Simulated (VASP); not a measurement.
# H12C5O3 in VASP: notebook, part 3 of 3

VASP 6.6.1. The steps go on from the part before.

## Step 6: Single point, PBEsol

This run uses another cell than the first one, of 13.75 Å³/atom, 2.150 times its volume.

The input, INCAR:

```
PREC = Accurate ; ENCUT = 520
EDIFF = 1E-7 ; ISMEAR = -1
SIGMA = 0.05 ; LREAL = Auto
LASPH = True ; NELM = 80
ALGO = Normal ; ISIF = 2
LWAVE = False ; LCHARG = True
GGA = PS ; LELF = True
LVHAR = True ; NBANDS = 76
```

The input, KPOINTS:

```
regular mesh
0
Gamma
  1 1 1
```

The input, POSCAR:

```
H12C5O3
1.0
    8.1932130000      0.0000000000      0.0000000000
    0.0000000000      8.1932130000      0.0000000000
    0.0000000000      0.0000000000      8.1932130000
C H O
10 24 6
Direct
    0.9134389647      1.0439250145      0.8088279897
    0.9161241139      0.8599068522      0.8349349639
    0.3627514627      0.9742209802      0.8850984345
    0.4376183068      0.8549759417      0.7583105675
    0.8921774644      0.4382773889      0.3598466194
    0.3649728135      0.3966087541      0.1115435422
    0.5538608602      0.2352801032      0.5262526435
    0.0636380380      0.8242065720      0.2928033239
    0.5268018786      0.8032502023      0.2362565211
    0.8679867105      0.4199451424      0.8609565014
    0.9142933303      1.0863137575      0.6873005743
    0.8128313032      1.0986898546      0.8701714456
    1.0231029024      1.1116151869      0.8554275350
    0.9191143938      0.8283075272      0.9711208533
    0.7979165194      0.8036895904      0.7843931312
    1.0145592456      0.7950238814      0.7756053700
    0.3278567273      1.0900729665      0.8274409563
    0.2647679244      0.9126090094      0.9548146740
    0.4514468256      1.0162069508      0.9740501071
    0.4738678221      0.7359994181      0.8151869114
    0.3538782649      0.8359357922      0.6599974882
    0.5515662781      0.9291592932      0.7234280373
    0.9657139391      0.3910431720      0.2505610436
    0.9603070249      0.4286474671      0.4778589303
    0.4126830341      0.3815475077      0.2412484577
    0.4609669003      0.4381431314      0.0204193398
    0.4435378404      0.2287014874      0.6042562301
    0.6679674994      0.3184220891      0.5619773342
    0.0305374705      0.9382765955      0.2294093904
    0.0886831576      0.7114547126      0.2129323380
    0.6278977490      0.7666955564      0.3067172793
    0.5019032216      0.9330283492      0.2076596813
    0.9542776442      0.3225596601      0.8475917811
    0.9174056625      0.5440234497      0.8877225577
    0.7565286048      0.4912846767      0.3342644699
    0.2190349500      0.3716490710      0.0723403627
    0.5513831997      0.1592659681      0.3944118138
    0.0828856762      0.8168712323      0.4405231501
    0.4150630528      0.7134441641      0.2022161513
    0.7249292799      0.3982442541      0.8389138669
```

Potentials or basis: VASP PAW PBE potentials, release 64 (C, H, O).

On the command line:

```sh
cat potpaw_PBE.64/C/POTCAR potpaw_PBE.64/H/POTCAR potpaw_PBE.64/O/POTCAR > POTCAR
mpirun -np 1 vasp_gam > vasp.out
```

Run time: 51 s. Hardware: 1 thread of Intel Xeon 6975P-C (Granite Rapids), shared host; peak memory 0.52 GiB.

Results (log left out):

- Free energy: -215.5934 eV
- Pressure: -0.4 GPa
- Largest force: 2.869 eV/Å
- Band gap on the k mesh: 2.83 eV

Forces on the atoms (eV/Å):
```
C    1.672 -0.249  1.290
C   -1.540 -0.415  0.699
C   -0.105 -0.885 -0.255
C    1.618  1.612  1.737
C    0.879 -0.588 -1.761
C   -1.495 -0.045 -0.251
C    1.247 -0.188 -2.019
C    0.765 -1.260  0.341
C   -2.071  1.714 -0.473
C    0.565  1.426 -0.025
H   -0.387 -0.009 -1.892
H   -1.124  0.435  0.503
H   -0.149 -0.818  0.278
H   -0.001  0.284 -1.101
H    0.983  0.474  0.511
H    0.625 -0.061 -0.287
H   -0.611 -0.104 -0.153
H   -0.210  0.461 -0.192
H    0.576 -0.161  0.442
H   -0.087  0.556 -0.302
H   -0.380 -0.171 -0.936
H   -0.815 -1.277 -0.417
H   -0.092  0.162  0.591
H   -0.484  0.225  0.360
H   -0.449 -0.024 -0.707
H   -0.517 -0.258  0.241
H    0.104  0.187  0.464
H   -1.668 -1.132 -0.190
H   -0.187  0.389 -0.171
H   -0.282  0.701  0.336
H    1.858 -0.707  0.887
H    0.853  0.409  0.024
H    1.072 -0.972  0.016
H    0.089  0.151  0.162
O   -0.197  0.267  0.704
O    2.391  0.388  0.682
O    0.258  1.054  1.840
O   -0.265  0.161 -0.499
O   -0.671 -1.515 -0.382
O   -1.767 -0.221 -0.095
```

Stress tensor (GPa, compression positive):
```
-0.03 -1.20 -0.22
-1.20 -0.58 -0.43
-0.22 -0.43 -0.49
```

Levels at points of the mesh, in eV from the valence-band top:
| k point | band 46 | band 47 | band 48 | band 49 | band 50 | band 51 | band 52 | band 53 | band 54 | band 55 |
| --- | --- | --- | --- | --- | --- | --- | --- | --- | --- | --- |
| (0.00, 0.00, 0.00) | -0.40 | -0.36 | -0.25 | -0.13 | 0.00 | 2.83 | 3.02 | 3.10 | 3.20 | 3.29 |

Caveat: the k points lie up to 0.77 Å⁻¹ apart; the PAW data sets were made with another functional, which shifts forces and pressure a little.

## Step 7: The runs side by side

| cell | gap on the mesh (eV) | pressure (GPa) | largest force (eV/Å) |
| --- | --- | --- | --- |
| a = 6.398, b = 6.562, c = 6.129 Å, angles 91.7, 91.9, 95.7°, 40 atoms | 2.08 | 11.9 | 3.17 |
| a = 6.348, b = 6.496, c = 6.495 Å, angles 89.2, 90.7, 91.9°, 40 atoms | 2.30 | 18.6 | 4.15 |
| a = 7.729, b = 6.854, c = 6.211 Å, angles 97.4, 89.0, 101.9°, 40 atoms | 2.41 | 4.9 | 3.47 |
| a = 8.193 Å, 40 atoms | 2.83 | -0.4 | 2.87 |

Some of these runs hold the atoms at other places in the same cell, which the table doesn't show; runs alike in all that it shows share one row.

Alike in all rows: task single point; level PBEsol; potentials or basis VASP PAW PBE potentials, release 64 (C, H, O); no spin polarisation; k mesh 1 × 1 × 1; cutoff (eV) 520; smearing fermi-dirac 0.05 eV.

Caveats: all runs use coarse meshes; the PAW data sets were made with another functional, which shifts forces and pressure a little.

Total energies depend on the potentials used, so only differences within one code and one set of settings carry meaning.
